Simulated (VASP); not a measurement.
Input of a VASP 6.6.1 run:

Contents of POSCAR:

```
B
1.0
    4.4204142875      0.0000000000      0.0000000000
   -2.2102071437      3.8281910682      0.0000000000
    0.0000000000      0.0000000000      1.5863835922
B
3
Direct
    0.0000000000      0.0000000000      0.0000000000
    0.3333333333      0.6666666667      0.5000000000
    0.6666666667      0.3333333333      0.5000000000
```

Contents of INCAR.step1:

```
SYSTEM = B
ALGO = Normal ; EDIFF = 1E-4
ENCUT = 520 ; GGA = PE
ISMEAR = 0 ; LASPH = .TRUE.
LCHARG = .FALSE. ; LREAL = .FALSE.
LWAVE = .TRUE. ; NBANDS = 12
NELM = 60 ; PREC = Accurate
SIGMA = 0.1
```

File INCAR.step2:

```
SYSTEM = B
ALGO = Normal ; EDIFF = 1E-7
ENCUT = 520 ; ISIF = 2
ISMEAR = 0 ; ISTART = 1
LASPH = .TRUE. ; LCHARG = .FALSE.
LMIXTAU = .TRUE. ; LREAL = .FALSE.
LWAVE = .FALSE. ; METAGGA = R2SCAN
NBANDS = 12 ; NELM = 60
PREC = Accurate ; SIGMA = 0.1
```

Contents of KPOINTS:

```
k-points
0
G
  12 12 28
  0 0 0
```

Potentials or basis: VASP PAW PBE potentials, release 64 (B).

Run with:

```bash
$ cat potpaw_PBE.64/B/POTCAR > POTCAR
$ cp INCAR.step1 INCAR
$ mpirun -np 1 vasp_std > vasp.out
$ cp INCAR.step2 INCAR
$ mpirun -np 1 vasp_std > vasp.out
```

Q: What does it give for the pressure?

A: -0.3 GPa.

Stress tensor (GPa, compression positive):
```
 0.37  0.00  0.00
 0.00  0.37  0.00
 0.00  0.00 -1.57
```

Caveat: the PAW data sets were made with another functional, which shifts forces and pressure a little.
